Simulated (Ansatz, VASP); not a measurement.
# One calculation of Cu, two programs

```
Cu
1.0
     0.00000    1.83011    1.83011
     1.83011    0.00000    1.83011
     1.83011    1.83011    0.00000
Cu
1
Cartesian
  0.0000 0.0000 0.0000
```

Alike in both runs: task single point; functional revPBE; k mesh 15 × 15 × 15; occupations fermi-dirac, width 0.1 eV; non-collinear spin, spin-orbit coupling.

|  | VASP | Ansatz |
| --- | --- | --- |
| version | VASP 6.6.1 | Ansatz 0.2.0 |
| potentials or method | VASP PAW PBE potentials, release 64 (Cu), cutoff 520 eV | plane waves (420 eV) with PAW, fully relativistic with spin-orbit coupling |
| valence electrons in the cell | 11 | 19 |

```tsv
	VASP	Ansatz	Ansatz less VASP
net moment per atom (μB)	0.00	0.00	0.000
```

VASP's potentials were made for PBE, not for revPBE. VASP's potentials hold 11 valence electrons a cell and Ansatz's 19, so a difference there can come from the potentials and not from the codes.
